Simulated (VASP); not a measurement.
# SrCu2Sb2 (P4/nmm) in VASP: single point with LDA

Aim: the single point of SrCu2Sb2 with LDA.

Program: VASP 6.6.1. These are calculated values, not measurements. Logs are shortened: lines on timing, memory, paths and dates and some standing lists are left out, and cuts for length are marked.

**1. The cell of the first run**

It takes space group P4/nmm (No. 129, tetragonal). Conventional cell: a = 4.742 Å, b = 4.742 Å, c = 11.174 Å, α = 90.00°, β = 90.00°, γ = 90.00°. Sr (site symmetry 4mm) has 9 Cu at 3.55 to 4.43 Å and 9 Sb at 3.56 to 4.08 Å and 4 Sr at 4.74 Å within 4.8 Å. Within 3.5 Å of Cu (site symmetry 4mm) lie 5 Sb at 2.67 to 2.80 Å. Cu (site symmetry -4m2) has 4 Sb at 2.77 Å and 4 Cu at 3.35 Å and 4 Sr at 3.55 Å within 3.7 Å. Within 3.6 Å of Sb (site symmetry 4mm) lie 5 Cu at 2.67 to 2.77 Å and 4 Sr at 3.56 Å. Within 3.8 Å of Sb (site symmetry -4m2) lie 4 Cu at 2.80 Å and 4 Sb at 3.35 Å and 4 Sr at 3.78 Å.

**2. Single point, LDA**

Input file INCAR:

```
SYSTEM = SrCu2Sb2
PREC = Accurate
ENCUT = 520
EDIFF = 1E-6
ISMEAR = 1
SIGMA = 0.1
LREAL = .False.
LASPH = .True.
NELM = 60
ALGO = Normal
ISIF = 2
LWAVE = .False.
LCHARG = .True.
LELF = .True.
LVHAR = .True.
NBANDS = 53
```

Input file KPOINTS:

```
regular mesh
0
Gamma
  6 6 3
  0 0 0
```

Input file POSCAR:

```
SrCu2Sb2
1.0
    4.7420556235      0.0000000000      0.0000000000
    0.0000000000      4.7420556235      0.0000000000
    0.0000000000      0.0000000000     11.1736138229
Sr Cu Sb
2 4 4
Direct
    0.5000000000      0.0000000000      0.2366100000
    0.0000000000      0.5000000000      0.7633900000
    0.5000000000      0.0000000000      0.6329100000
    0.0000000000      0.0000000000      0.0000000000
    0.0000000000      0.5000000000      0.3670900000
    0.5000000000      0.5000000000      0.0000000000
    0.0000000000      0.5000000000      0.1285300000
    0.5000000000      0.5000000000      0.5000000000
    0.0000000000      0.0000000000      0.5000000000
    0.5000000000      0.0000000000      0.8714700000
```

Potentials or basis: VASP PAW LDA potentials, release 64 (Sr_sv, Cu, Sb).

Command:

```sh
$ cat potpaw_LDA.64/Sr_sv/POTCAR potpaw_LDA.64/Cu/POTCAR potpaw_LDA.64/Sb/POTCAR > POTCAR
$ mpirun -np 1 vasp_std > vasp.out
```

OUTCAR:

```text
SYSTEM = SrCu2Sb2
   PREC = Accurate
   ENCUT = 520
   EDIFF = 1E-6
   ISMEAR = 1
   LREAL = .False.
   LASPH = .True.
   NELM = 60
   ISIF = 2

 ion  position               nearest neighbor table
   1  0.500  0.000  0.237-   4 3.55   6 3.55   6 3.55   4 3.55   7 3.56   7 3.56   7 3.56   7 3.56
                             5 3.66   5 3.66   5 3.66   5 3.66   8 3.78   9 3.78   9 3.78   8 3.78
   2  0.000  0.500  0.763-   4 3.55   6 3.55   4 3.55   6 3.55  10 3.56  10 3.56  10 3.56  10 3.56
                             3 3.66   3 3.66   3 3.66   3 3.66   8 3.78   9 3.78   8 3.78   9 3.78
   3  0.500  0.000  0.633-  10 2.67   9 2.80   8 2.80   8 2.80   9 2.80   2 3.66   2 3.66   2 3.66
                             2 3.66
   4  0.000  0.000  0.000-   7 2.77  10 2.77   7 2.77  10 2.77   2 3.55   1 3.55   1 3.55   2 3.55

   5  0.000  0.500  0.367-   7 2.67   8 2.80   9 2.80   9 2.80   8 2.80   1 3.66   1 3.66   1 3.66
                             1 3.66
   6  0.500  0.500  0.000-   7 2.77  10 2.77  10 2.77   7 2.77   1 3.55   1 3.55   2 3.55   2 3.55

   7  0.000  0.500  0.129-   5 2.67   4 2.77   6 2.77   4 2.77   6 2.77   1 3.56   1 3.56   1 3.56
                             1 3.56   2 4.08
   8  0.500  0.500  0.500-   3 2.80   5 2.80   3 2.80   5 2.80   9 3.35   9 3.35   9 3.35   9 3.35
                             2 3.78   1 3.78   2 3.78   1 3.78
   9  0.000  0.000  0.500-   3 2.80   5 2.80   5 2.80   3 2.80   8 3.35   8 3.35   8 3.35   8 3.35
                             1 3.78   2 3.78   2 3.78   1 3.78
  10  0.500  0.000  0.871-   3 2.67   4 2.77   6 2.77   6 2.77   4 2.77   2 3.56   2 3.56   2 3.56
                             2 3.56   1 4.08

  LATTYP: Found a simple tetragonal cell.
 ALAT       =     4.7420556235
 C/A-ratio  =     2.3562806323

  Lattice vectors:

 A1 = (   4.7420556235,   0.0000000000,   0.0000000000)
 A2 = (   0.0000000000,   4.7420556235,   0.0000000000)
 A3 = (   0.0000000000,   0.0000000000,  11.1736138229)

Analysis of symmetry for initial positions (statically):
=====================================================================
 Subroutine PRICEL returns:
 Original cell was already a primitive cell.

 Routine SETGRP: Setting up the symmetry group for a
 simple tetragonal supercell.

 Subroutine GETGRP returns: Found 16 space group operations
 (whereof  8 operations were pure point group operations)
 out of a pool of 16 trial point group operations.

The static configuration has the point symmetry D_2d.
 The point group associated with its full space group is D_4h.

Analysis of symmetry for dynamics (positions and initial velocities):
=====================================================================
 Subroutine PRICEL returns:
 Original cell was already a primitive cell.

 Routine SETGRP: Setting up the symmetry group for a
 simple tetragonal supercell.

 Subroutine GETGRP returns: Found 16 space group operations
 (whereof  8 operations were pure point group operations)
 out of a pool of 16 trial point group operations.

The dynamic configuration has the point symmetry D_2d.
 The point group associated with its full space group is D_4h.

 Subroutine INISYM returns: Found 16 space group operations
 (whereof  8 operations are pure point group operations),
 and found     1 'primitive' translations

----------------------------------------------------------------------------------------

                                     Primitive cell

  volume of cell :     251.2621

  direct lattice vectors                    reciprocal lattice vectors
     4.742055623  0.000000000  0.000000000     0.210879011  0.000000000  0.000000000
     0.000000000  4.742055623  0.000000000     0.000000000  0.210879011  0.000000000
     0.000000000  0.000000000 11.173613823     0.000000000  0.000000000  0.089496560

  length of vectors
     4.742055623  4.742055623 11.173613823     0.210879011  0.210879011  0.089496560

  position of ions in fractional coordinates (direct lattice)
     0.500000000  0.000000000  0.236610000
     0.000000000  0.500000000  0.763390000
     0.500000000  0.000000000  0.632910000
     0.000000000  0.000000000  0.000000000
     0.000000000  0.500000000  0.367090000
     0.500000000  0.500000000  0.000000000
     0.000000000  0.500000000  0.128530000
     0.500000000  0.500000000  0.500000000
     0.000000000  0.000000000  0.500000000
     0.500000000  0.000000000  0.871470000

  ion indices of the primitive-cell ions
   primitive index   ion index
                 1           1
                 2           2
                 3           3
                 4           4
                 5           5
                 6           6
                 7           7
                 8           8
                 9           9
                10          10

----------------------------------------------------------------------------------------

 KPOINTS: regular mesh

Automatic generation of k-mesh.
 Grid dimensions read from file:
 generate k-points for:    6    6    3

 Generating k-lattice:

  Cartesian coordinates                     Fractional coordinates (reciprocal lattice)
     0.035146502  0.000000000  0.000000000     0.166666667  0.000000000  0.000000000
     0.000000000  0.035146502  0.000000000     0.000000000  0.166666667  0.000000000
     0.000000000  0.000000000  0.029832187     0.000000000  0.000000000  0.333333333

  Length of vectors
     0.035146502  0.035146502  0.029832187

  Shift w.r.t. Gamma in fractional coordinates (k-lattice)
     0.000000000  0.000000000  0.000000000

 Subroutine IBZKPT returns following result:
 ===========================================

 Found     20 irreducible k-points:

 Following reciprocal coordinates:
            Coordinates               Weight
  0.000000  0.000000  0.000000      1.000000
  0.166667  0.000000  0.000000      4.000000
  0.333333  0.000000  0.000000      4.000000
  0.500000  0.000000  0.000000      2.000000
  0.166667  0.166667  0.000000      4.000000
  0.333333  0.166667  0.000000      8.000000
[... 12 lines left out ...]
  0.500000  0.333333  0.333333      8.000000
  0.500000  0.500000  0.333333      2.000000
   k-points           NKPTS =     20   k-points in BZ     NKDIM =     20   number of bands    NBANDS=     53
   number of dos      NEDOS =    301   number of ions     NIONS =     10
   total plane-waves  NPLWV = 108864
   dimension x,y,z NGX =    36 NGY =   36 NGZ =   84
   dimension x,y,z NGXF=    72 NGYF=   72 NGZF=  168
   ions per type =               2   4   4
   NGX,Y,Z   is equivalent  to a cutoff of  12.62, 12.62, 12.50 a.u.
   NGXF,Y,Z  is equivalent  to a cutoff of  25.24, 25.24, 25.00 a.u.
 SYSTEM =  SrCu2Sb2
   PREC   = accura    normal or accurate (medium, high low for compatibility)
   ISTART =      0    job   : 0-new  1-cont  2-samecut
   ICHARG =      2    charge: 1-file 2-atom 10-const
   ISPIN  =      1    spin polarized calculation?
   LNONCOLLINEAR =      F non collinear calculations
   LSORBIT =      F    spin-orbit coupling
   LASPH  =      T    aspherical Exc in radial PAW
   ENCUT  =  520.0 eV  38.22 Ry    6.18 a.u.   8.82  8.82 20.78*2*pi/ulx,y,z
   NELM   =     60;   NELMIN=  2; NELMDL= -5     # of ELM steps
   EDIFF  = 0.1E-05   stopping-criterion for ELM
   LREAL  =      F    real-space projection
   EDIFFG = 0.1E-04   stopping-criterion for IOM
   NSW    =      0    number of steps for IOM
   IBRION =     -1    ionic relax: 0-MD 1-quasi-New 2-CG
   NFREE  =      0    steps in history (QN), initial steepest desc. (CG)
   ISIF   =      2    stress and relaxation
   ISYM   =      2    0-nonsym 1-usesym 2-fastsym
   POTIM  = 0.5000    time-step for ionic-motion
   TEBEG  =    0.0;   TEEND  =   0.0 temperature during run
   PSTRESS=    0.0 pullay stress
   NELECT =      84.0000    total number of electrons
   NUPDOWN=      -1.0000    fix difference up-down
   EMIN   =  10.00;   EMAX   =-10.00  energy-range for DOS
   EFERMI =   0.00;   METHOD = LEGACY
   ISMEAR =     1;   SIGMA  =   0.10  broadening in eV -4-tet -1-fermi 0-gaus
   EFERMI_NEDOS =   21; number of points for ismear=-14 and -15
   IALGO  =     38    algorithm
   IMIX   =      4    mixing-type and parameters
     AMIX     =   0.40;   BMIX     =  1.00
     AMIX_MAG =   1.60;   BMIX_MAG =  1.00
  volume/ion in A,a.u.               =      25.13       169.56
  Fermi-wavevector in a.u.,A,eV,Ry     =   1.136211  2.147127 17.564784  1.290975
  Thomas-Fermi vector in A             =   2.272916
   LORBIT       =      0    0 simple, 1 ext, 2 COOP (PROOUT), +10 PAW based schemes
   GGA     = CA    functional components
   LHFCALC =     F    Hartree Fock is set to
   AEXX    =    0.0000 exact exchange contribution
   IVDW    =     0    specifies the selected vdW correction
   LEPSILON=     F    determine dielectric tensor
   LRPA    =     F    only Hartree local field effects (RPA)
 non-spin polarized calculation
 Methfessel and Paxton  Order N= 1 SIGMA  =   0.10
  energy-cutoff  :      520.00
  volume of cell :      251.26
 maximum number of plane-waves:      6790
 NGX is ok and might be reduce to    36
   NGX = 17   NGY = 17   NGZ = 41

 number of electron      84.0000097 magnetization

 Free energy of the ion-electron system (eV)
  ---------------------------------------------------
  ext. energy  EPLUGINS =         0.00000000
  ---------------------------------------------------
  free energy    TOTEN  =       -45.24814360 eV

  energy without entropy =      -45.24649745  energy(sigma->0) =      -45.24759488

 E-fermi :   5.3052     XC(G=0): -10.0070

 val. band max:        5.2488782527   @ k =   0.3333   0.1667   0.3333
 cond. band min:       5.3067275633   @ k =   0.1667   0.1667   0.0000
 fundamental gap:      0.0578493105
 Fermi energy:         5.3052182118

 k-point     1 :       0.0000    0.0000    0.0000
  band No.  band energies     occupation
      1     -30.4131      2.00000
      2     -30.4130      2.00000
      3     -12.5399      2.00000
      4     -12.5283      2.00000
      5     -12.4804      2.00000
      6     -12.4804      2.00000
[... 45 lines left out ...]
     52       8.5543      0.00000
     53       8.9345      0.00000
[... 1062 lines left out ...]
     52       9.2570      0.00000
     53       9.5643      0.00000

------------------------ aborting loop because EDIFF is reached ----------------------------------------

  FORCE on cell =-STRESS in cart. coord.  units (eV):
  Direction    XX          YY          ZZ          XY          YZ          ZX
  --------------------------------------------------------------------------------------
  -------------------------------------------------------------------------------------
  Total      -13.9292303    -13.9292303    -14.3283276      0.0000000      0.0000000      0.0000000
  in kB      -88.8199972    -88.8199972    -91.3648486      0.0000000      0.0000000      0.0000000
  external PRESSURE =     -89.6682810 kB  Pullay stress =       0.0000000 kB

 VOLUME and BASIS-vectors are now :
 -----------------------------------------------------------------------------
  energy-cutoff  :      520.00
  volume of cell :      251.26
      direct lattice vectors                 reciprocal lattice vectors
     4.742055623  0.000000000  0.000000000     0.210879011  0.000000000  0.000000000
     0.000000000  4.742055623  0.000000000     0.000000000  0.210879011  0.000000000
     0.000000000  0.000000000 11.173613823     0.000000000  0.000000000  0.089496560

 POSITION                                       TOTAL-FORCE (eV/Angst)
 -----------------------------------------------------------------------------------
      2.37103      0.00000      2.64379         0.000000      0.000000     -0.089153
      0.00000      2.37103      8.52983         0.000000     -0.000000      0.089153
      2.37103      0.00000      7.07189        -0.000000      0.000000     -0.130110
      0.00000      0.00000      0.00000         0.000000      0.000000      0.000000
      0.00000      2.37103      4.10172         0.000000      0.000000      0.130110
      2.37103      2.37103      0.00000         0.000000     -0.000000      0.000000
      0.00000      2.37103      1.43614         0.000000      0.000000     -0.170004
      2.37103      2.37103      5.58681         0.000000      0.000000      0.000000
      0.00000      0.00000      5.58681         0.000000     -0.000000      0.000000
      2.37103      0.00000      9.73747         0.000000     -0.000000      0.170004
 -----------------------------------------------------------------------------------
    total drift:                                0.000000      0.000000      0.000000

  FREE ENERGIE OF THE ION-ELECTRON SYSTEM (eV)
  ---------------------------------------------------
  free  energy   TOTEN  =       -45.2481435969 eV

  energy  without entropy=      -45.2464974539  energy(sigma->0) =      -45.24759488
```

Wall time 15 min (1 thread of AMD EPYC, shared host); peak memory 0.37 GiB.

Results:

- Free energy: -45.2481 eV
- Pressure: -9.0 GPa
- Largest force: 0.170 eV/Å
- Band gap on the k mesh: zero (bands 42 and 43 overlap by 0.76 eV)

Forces in eV/Å, atoms in the order of the input:
```
Sr   0.000  0.000 -0.089
Sr   0.000  0.000  0.089
Cu   0.000  0.000 -0.130
Cu   0.000  0.000  0.000
Cu   0.000  0.000  0.130
Cu   0.000  0.000  0.000
Sb   0.000  0.000 -0.170
Sb   0.000  0.000  0.000
Sb   0.000  0.000  0.000
Sb   0.000  0.000  0.170
```

Stress tensor (GPa, compression positive):
```
-8.88  0.00  0.00
 0.00 -8.88  0.00
 0.00  0.00 -9.14
```

Caveat: the cell stands under tension; spin-orbit coupling is left out, which moves the levels of the heavy elements.
